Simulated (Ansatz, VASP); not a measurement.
One calculation of SnO2, two programs

Contents of INCAR:

```
  PREC = Accurate
  ENCUT = 520
  EDIFF = 1E-6
  ISMEAR = -1
  SIGMA = 0.05
  LREAL = F
  LASPH = T
  NELM = 80
  ALGO = Normal
  ISIF = 2
  LWAVE = F
  LCHARG = T
  GGA = PS
  LELF = T
  LVHAR = T
  NBANDS = 35
```

Contents of KPOINTS:

```
Automatic mesh
0
Gamma
  9 9 9
```

The input POSCAR:

```
SnO2
1.0
   -2.0133144847      2.0133144847      5.1576114928
    2.0133144847     -2.0133144847      5.1576114928
    2.0133144847      2.0133144847     -5.1576114928
Sn O
2 4
Direct
    0.0000000000      0.0000000000      0.0000000000
    0.7500000000      0.2500000000      0.5000000000
    0.5465225900      0.0465225900      0.5000000000
    0.2034774100      0.2034774100      0.0000000000
    0.9534774100      0.4534774100      0.5000000000
    0.7965225900      0.7965225900      0.0000000000
```

Contents of input.yaml:

```yaml
crystal:
  lattice:
    - [-2.0133144847, 2.0133144847, 5.1576114928]
    - [2.0133144847, -2.0133144847, 5.1576114928]
    - [2.0133144847, 2.0133144847, -5.1576114928]
  atoms:
    - { symbol: Sn, position: [0.0, 0.0, 0.0] }
    - { symbol: Sn, position: [0.75, 0.25, 0.5] }
    - { symbol: O, position: [0.54652259, 0.04652259, 0.5] }
    - { symbol: O, position: [0.20347741, 0.20347741, 0.0] }
    - { symbol: O, position: [0.95347741, 0.45347741, 0.5] }
    - { symbol: O, position: [0.79652259, 0.79652259, 0.0] }
kpoints:
  mp_grid: { grid: [9, 9, 9] }
scf:
  occupations: { method: fermi_dirac, width: 0.05 }
hamiltonian:
  xc: pbesol
  pseudopotentials: { kind: all_electron, lapw: { basis_error: 0.001 } }
output:
  forces: true
  stress: true
  eigenvalues: true
```

Change from the starting cell: volume scaled by 1.02.

Alike in both runs: task single point; functional PBEsol; k mesh 9 × 9 × 9; occupations fermi-dirac, width 0.05 eV; no spin polarisation.

|  | VASP | Ansatz |
| --- | --- | --- |
| version | VASP 6.6.1 | Ansatz 0.2.0 |
| potentials or method | VASP PAW PBE potentials, release 64 (Sn_d, O), cutoff 520 eV | all-electron LAPW, scalar-relativistic |

|  | VASP | Ansatz | Ansatz less VASP |
| --- | --- | --- | --- |
| gap on the k mesh at the Fermi level (eV) | 1.35 | 1.36 | +0.012 |
| least direct gap on the mesh (eV) | 1.72 | 1.73 | +0.010 |
| pressure (GPa) | -2.1 | -2.7 | -0.56 |
| traceless stress, the component that is largest in VASP (GPa) | -1.01 | -1.16 | -0.158 |
| rms of the force components (eV/Å) | 0.081 | 0.093 | +0.0119 |

VASP's potentials were made for PBE, not for PBEsol. Atom by atom the forces differ by 0.012 eV/Å (rms over components). Ansatz ran all-electron here, and VASP with PAW potentials.
